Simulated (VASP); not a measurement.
# NiGe (Pnma) in VASP: single point with PBE

Aim: the single point of NiGe with PBE.

Everything below comes from runs of VASP 6.6.1. Logs are shortened: lines on timing, memory, paths and dates and some standing lists are left out, and cuts for length are marked.

**1. The cell of the first run**

It takes space group Pnma (No. 62, orthorhombic). The conventional cell has a = 5.393 Å, b = 3.483 Å, c = 5.846 Å, α = 90.00°, β = 90.00°, γ = 90.00°. Within 3.1 Å of Ni (site symmetry m) lie 6 Ge at 2.35 to 2.52 Å and 4 Ni at 2.78 to 2.83 Å. Ge (site symmetry m) has 6 Ni at 2.35 to 2.52 Å and 2 Ge at 2.88 Å within 3.1 Å.

**2. Single point, PBE**

File INCAR:

```
SYSTEM = NiGe
PREC = Accurate
ENCUT = 520
EDIFF = 1E-6
ISMEAR = 0
SIGMA = 0.1
LREAL = .FALSE.
LASPH = .TRUE.
NELM = 80
ALGO = Fast
ISIF = 2
LWAVE = .FALSE.
LCHARG = .FALSE.
GGA = PE
NBANDS = 58
```

File KPOINTS:

```
regular mesh
0
G
  8 12 8
  0 0 0
```

File POSCAR:

```
NiGe
1.0
    5.3931029857      0.0000000000      0.0000000000
    0.0000000000      3.4832537746      0.0000000000
    0.0000000000      0.0000000000      5.8461458374
Ni Ge
4 4
Direct
    0.9943256280      0.7500000000      0.1905921774
    0.0056743720      0.2500000000      0.8094078226
    0.5056743720      0.2500000000      0.6905921774
    0.4943256280      0.7500000000      0.3094078226
    0.8099700967      0.7500000000      0.5874852123
    0.1900299033      0.2500000000      0.4125147877
    0.6900299033      0.2500000000      0.0874852123
    0.3099700967      0.7500000000      0.9125147877
```

Potentials or basis: VASP PAW PBE potentials, release 64 (Ni, Ge_d).

Launch:

```bash
$ cat potpaw_PBE.64/Ni/POTCAR potpaw_PBE.64/Ge_d/POTCAR > POTCAR
$ mpirun -np 1 vasp_std > vasp.out
```

OUTCAR:

```text
SYSTEM = NiGe
   PREC = Accurate
   ENCUT = 520
   EDIFF = 1E-6
   ISMEAR = 0
   LREAL = .FALSE.
   LASPH = .TRUE.
   NELM = 80
   ISIF = 2
   GGA = PE

 ion  position               nearest neighbor table
   1  0.994  0.750  0.191-   8 2.35   6 2.41   6 2.41   7 2.47   7 2.47   5 2.52   4 2.78   4 2.78
                             2 2.83   2 2.83
   2  0.006  0.250  0.809-   7 2.35   5 2.41   5 2.41   8 2.47   8 2.47   6 2.52   3 2.78   3 2.78
                             1 2.83   1 2.83
   3  0.506  0.250  0.691-   6 2.35   8 2.41   8 2.41   5 2.47   5 2.47   7 2.52   2 2.78   2 2.78
                             4 2.83   4 2.83
   4  0.494  0.750  0.309-   5 2.35   7 2.41   7 2.41   6 2.47   6 2.47   8 2.52   1 2.78   1 2.78
                             3 2.83   3 2.83
   5  0.810  0.750  0.587-   4 2.35   2 2.41   2 2.41   3 2.47   3 2.47   1 2.52   6 2.88   6 2.88

   6  0.190  0.250  0.413-   3 2.35   1 2.41   1 2.41   4 2.47   4 2.47   2 2.52   5 2.88   5 2.88

   7  0.690  0.250  0.087-   2 2.35   4 2.41   4 2.41   1 2.47   1 2.47   3 2.52   8 2.88   8 2.88

   8  0.310  0.750  0.913-   1 2.35   3 2.41   3 2.41   2 2.47   2 2.47   4 2.52   7 2.88   7 2.88

  LATTYP: Found a simple orthorhombic cell.
 ALAT       =     3.4832537746
 B/A-ratio  =     1.5482945931
 C/A-ratio  =     1.6783577126

  Lattice vectors:

 A1 = (   0.0000000000,  -3.4832537746,   0.0000000000)
 A2 = (   5.3931029857,   0.0000000000,   0.0000000000)
 A3 = (   0.0000000000,   0.0000000000,   5.8461458374)

Analysis of symmetry for initial positions (statically):
=====================================================================
 Subroutine PRICEL returns:
 Original cell was already a primitive cell.

 Routine SETGRP: Setting up the symmetry group for a
 simple orthorhombic supercell.

 Subroutine GETGRP returns: Found  8 space group operations
 (whereof  2 operations were pure point group operations)
 out of a pool of  8 trial point group operations.

The static configuration has the point symmetry S_2 .
 The point group associated with its full space group is D_2h.

Analysis of symmetry for dynamics (positions and initial velocities):
=====================================================================
 Subroutine PRICEL returns:
 Original cell was already a primitive cell.

 Routine SETGRP: Setting up the symmetry group for a
 simple orthorhombic supercell.

 Subroutine GETGRP returns: Found  8 space group operations
 (whereof  2 operations were pure point group operations)
 out of a pool of  8 trial point group operations.

The dynamic configuration has the point symmetry S_2 .
 The point group associated with its full space group is D_2h.

 Subroutine INISYM returns: Found  8 space group operations
 (whereof  2 operations are pure point group operations),
 and found     1 'primitive' translations

----------------------------------------------------------------------------------------

                                     Primitive cell

  volume of cell :     109.8230

  direct lattice vectors                    reciprocal lattice vectors
     5.393102986  0.000000000  0.000000000     0.185422011  0.000000000  0.000000000
     0.000000000  3.483253775  0.000000000     0.000000000  0.287087897  0.000000000
     0.000000000  0.000000000  5.846145837     0.000000000  0.000000000  0.171052866

  length of vectors
     5.393102986  3.483253775  5.846145837     0.185422011  0.287087897  0.171052866

  position of ions in fractional coordinates (direct lattice)
     0.994325628  0.750000000  0.190592177
     0.005674372  0.250000000  0.809407823
     0.505674372  0.250000000  0.690592177
     0.494325628  0.750000000  0.309407823
     0.809970097  0.750000000  0.587485212
     0.190029903  0.250000000  0.412514788
     0.690029903  0.250000000  0.087485212
     0.309970097  0.750000000  0.912514788

  ion indices of the primitive-cell ions
   primitive index   ion index
                 1           1
                 2           2
                 3           3
                 4           4
                 5           5
                 6           6
                 7           7
                 8           8

----------------------------------------------------------------------------------------

 KPOINTS: regular mesh

Automatic generation of k-mesh.
 Grid dimensions read from file:
 generate k-points for:    8   12    8

 Generating k-lattice:

  Cartesian coordinates                     Fractional coordinates (reciprocal lattice)
     0.023177751  0.000000000  0.000000000     0.125000000  0.000000000  0.000000000
     0.000000000  0.023923991  0.000000000     0.000000000  0.083333333  0.000000000
     0.000000000  0.000000000  0.021381608     0.000000000  0.000000000  0.125000000

  Length of vectors
     0.023177751  0.023923991  0.021381608

  Shift w.r.t. Gamma in fractional coordinates (k-lattice)
     0.000000000  0.000000000  0.000000000

 Subroutine IBZKPT returns following result:
 ===========================================

 Found    175 irreducible k-points:

 Following reciprocal coordinates:
            Coordinates               Weight
  0.000000  0.000000  0.000000      1.000000
  0.125000  0.000000  0.000000      2.000000
  0.250000  0.000000  0.000000      2.000000
  0.375000  0.000000  0.000000      2.000000
  0.500000  0.000000  0.000000      1.000000
  0.000000  0.083333  0.000000      2.000000
[... 16 lines left out ...]
  0.250000  0.333333  0.000000      4.000000
  0.375000  0.333333  0.000000      4.000000
 [... further k-points ...]
   k-points           NKPTS =    175   k-points in BZ     NKDIM =    175   number of bands    NBANDS=     58
   number of dos      NEDOS =    301   number of ions     NIONS =      8
   total plane-waves  NPLWV =  53760
   dimension x,y,z NGX =    40 NGY =   28 NGZ =   48
   dimension x,y,z NGXF=    80 NGYF=   56 NGZF=   96
   ions per type =               4   4
   NGX,Y,Z   is equivalent  to a cutoff of  12.33, 13.36, 13.65 a.u.
   NGXF,Y,Z  is equivalent  to a cutoff of  24.66, 26.73, 27.30 a.u.
 SYSTEM =  NiGe
   PREC   = accura    normal or accurate (medium, high low for compatibility)
   ISTART =      0    job   : 0-new  1-cont  2-samecut
   ICHARG =      2    charge: 1-file 2-atom 10-const
   ISPIN  =      1    spin polarized calculation?
   LNONCOLLINEAR =      F non collinear calculations
   LSORBIT =      F    spin-orbit coupling
   LASPH  =      T    aspherical Exc in radial PAW
   ENCUT  =  520.0 eV  38.22 Ry    6.18 a.u.  10.03  6.48 10.87*2*pi/ulx,y,z
   NELM   =     80;   NELMIN=  2; NELMDL= -5     # of ELM steps
   EDIFF  = 0.1E-05   stopping-criterion for ELM
   LREAL  =      F    real-space projection
   EDIFFG = 0.1E-04   stopping-criterion for IOM
   NSW    =      0    number of steps for IOM
   IBRION =     -1    ionic relax: 0-MD 1-quasi-New 2-CG
   NFREE  =      0    steps in history (QN), initial steepest desc. (CG)
   ISIF   =      2    stress and relaxation
   ISYM   =      2    0-nonsym 1-usesym 2-fastsym
   POTIM  = 0.5000    time-step for ionic-motion
   TEBEG  =    0.0;   TEEND  =   0.0 temperature during run
   PSTRESS=    0.0 pullay stress
   NELECT =      96.0000    total number of electrons
   NUPDOWN=      -1.0000    fix difference up-down
   EMIN   =  10.00;   EMAX   =-10.00  energy-range for DOS
   EFERMI =   0.00;   METHOD = LEGACY
   ISMEAR =     0;   SIGMA  =   0.10  broadening in eV -4-tet -1-fermi 0-gaus
   EFERMI_NEDOS =   21; number of points for ismear=-14 and -15
   IALGO  =     68    algorithm
   IMIX   =      4    mixing-type and parameters
     AMIX     =   0.40;   BMIX     =  1.00
     AMIX_MAG =   1.60;   BMIX_MAG =  1.00
  volume/ion in A,a.u.               =      13.73        92.64
  Fermi-wavevector in a.u.,A,eV,Ry     =   1.565311  2.958010 33.336992  2.450200
  Thomas-Fermi vector in A             =   2.667806
   LORBIT       =      0    0 simple, 1 ext, 2 COOP (PROOUT), +10 PAW based schemes
   GGA     = PE    functional components
   LHFCALC =     F    Hartree Fock is set to
   AEXX    =    0.0000 exact exchange contribution
   IVDW    =     0    specifies the selected vdW correction
   LEPSILON=     F    determine dielectric tensor
   LRPA    =     F    only Hartree local field effects (RPA)
 non-spin polarized calculation
 RMM-DIIS sequential band-by-band and
 Gauss-broadening in eV      SIGMA  =   0.10
  energy-cutoff  :      520.00
  volume of cell :      109.82
 maximum number of plane-waves:      2992
   NGX = 21   NGY = 13   NGZ = 21

 number of electron      95.9999940 magnetization

 Free energy of the ion-electron system (eV)
  ---------------------------------------------------
  ext. energy  EPLUGINS =         0.00000000
  ---------------------------------------------------
  free energy    TOTEN  =       -42.41429143 eV

  energy without entropy =      -42.40224414  energy(sigma->0) =      -42.40826779

 E-fermi :   8.6115     XC(G=0): -12.4003

 val. band max:        8.6055555940   @ k =   0.2500   0.2500   0.0000
 cond. band min:       8.6161028483   @ k =   0.1250   0.2500   0.2500
 fundamental gap:      0.0105472542
 Fermi energy:         8.6114639462

 k-point     1 :       0.0000    0.0000    0.0000
  band No.  band energies     occupation
      1     -16.0735      2.00000
      2     -16.0614      2.00000
      3     -16.0553      2.00000
      4     -16.0523      2.00000
      5     -16.0361      2.00000
      6     -16.0182      2.00000
[... 50 lines left out ...]
     57      15.2214      0.00000
     58      15.3414      0.00000

 k-point     2 :       0.1250    0.0000    0.0000
  band No.  band energies     occupation
      1     -16.0729      2.00000
      2     -16.0618      2.00000
      3     -16.0548      2.00000
      4     -16.0519      2.00000
      5     -16.0360      2.00000
      6     -16.0195      2.00000
[... 50 lines left out ...]
     57      14.8640      0.00000
     58      15.1585      0.00000
[... 1279 lines left out ...]
     57      13.8719      0.00000
     58      16.0872      0.00000

 k-point    24 :       0.3750    0.3333    0.0000
  band No.  band energies     occupation
      1     -16.0670      2.00000
      2     -16.0648      2.00000
      3     -16.0447      2.00000
      4     -16.0435      2.00000
      5     -16.0346      2.00000
      6     -16.0275      2.00000
[... 50 lines left out ...]
     57      14.7822      0.00000
     58      15.7408      0.00000

 [... further k-points ...]
[... 5 lines left out ...]
  --------------------------------------------------------------------------------------
  -------------------------------------------------------------------------------------
  Total        0.1825639      0.0905378      0.1633239      0.0000000      0.0000000      0.0000000
  in kB        2.6633735      1.3208300      2.3826863      0.0000000      0.0000000      0.0000000
  external PRESSURE =       2.1222966 kB  Pullay stress =       0.0000000 kB

 VOLUME and BASIS-vectors are now :
 -----------------------------------------------------------------------------
  energy-cutoff  :      520.00
  volume of cell :      109.82
      direct lattice vectors                 reciprocal lattice vectors
     5.393102986  0.000000000  0.000000000     0.185422011  0.000000000  0.000000000
     0.000000000  3.483253775  0.000000000     0.000000000  0.287087897  0.000000000
     0.000000000  0.000000000  5.846145837     0.000000000  0.000000000  0.171052866

 POSITION                                       TOTAL-FORCE (eV/Angst)
 -----------------------------------------------------------------------------------
      5.36250      2.61244      1.11423        -0.007787     -0.000000     -0.001294
      0.03060      0.87081      4.73192         0.007787     -0.000000      0.001294
      2.72715      0.87081      4.03730         0.007787     -0.000000     -0.001294
      2.66595      2.61244      1.80884        -0.007787     -0.000000      0.001294
      4.36825      2.61244      3.43452         0.000029     -0.000000      0.002969
      1.02485      0.87081      2.41162        -0.000029      0.000000     -0.002969
      3.72140      0.87081      0.51145        -0.000029      0.000000      0.002969
      1.67170      2.61244      5.33469         0.000029      0.000000     -0.002969
 -----------------------------------------------------------------------------------
    total drift:                               -0.000000     -0.000000     -0.000000

  FREE ENERGIE OF THE ION-ELECTRON SYSTEM (eV)
  ---------------------------------------------------
  free  energy   TOTEN  =       -42.4142914310 eV

  energy  without entropy=      -42.4022441428  energy(sigma->0) =      -42.40826779
```

Run time: 18 min. Hardware: 1 thread of Oxide Virtual Turin-like, shared host; peak memory 0.8 GiB.

Results:

```
Free energy            : -42.4143 eV
Pressure               : 0.2 GPa
Largest force          : 0.008 eV/Å
Band gap on the k mesh : zero (bands 48 and 49 overlap by 1.75 eV)
```

Forces on the atoms (eV/Å):
```
Ni  -0.008  0.000 -0.001
Ni   0.008  0.000  0.001
Ni   0.008  0.000 -0.001
Ni  -0.008  0.000  0.001
Ge   0.000  0.000  0.003
Ge   0.000  0.000 -0.003
Ge   0.000  0.000  0.003
Ge   0.000  0.000 -0.003
```

Levels at points of the mesh, in eV from the Fermi level:
| k point | band 46 | band 47 | band 48 | band 49 | band 50 | band 51 |
| --- | --- | --- | --- | --- | --- | --- |
| (0.00, 0.00, 0.00) | -1.06 | -0.82 | -0.82 | 0.58 | 0.79 | 3.86 |
| (0.50, 0.00, 0.00) | -1.54 | 0.72 | 0.72 | 1.49 | 1.49 | 3.01 |
| (0.00, 0.50, 0.00) | -1.56 | -1.20 | -1.20 | -0.51 | -0.51 | 1.94 |
| (0.50, 0.50, 0.00) | -1.34 | -1.34 | -1.34 | 0.27 | 0.27 | 0.27 |
| (0.00, 0.00, 0.50) | -1.22 | -0.20 | -0.20 | 1.11 | 1.11 | 2.51 |
| (0.50, 0.00, 0.50) | -0.91 | 0.69 | 0.69 | 2.41 | 2.41 | 2.47 |
| (0.00, 0.50, 0.50) | -1.59 | -1.47 | -1.47 | 0.39 | 0.39 | 0.61 |
| (0.50, 0.50, 0.50) | -1.52 | -1.52 | -1.52 | 2.40 | 2.40 | 2.40 |
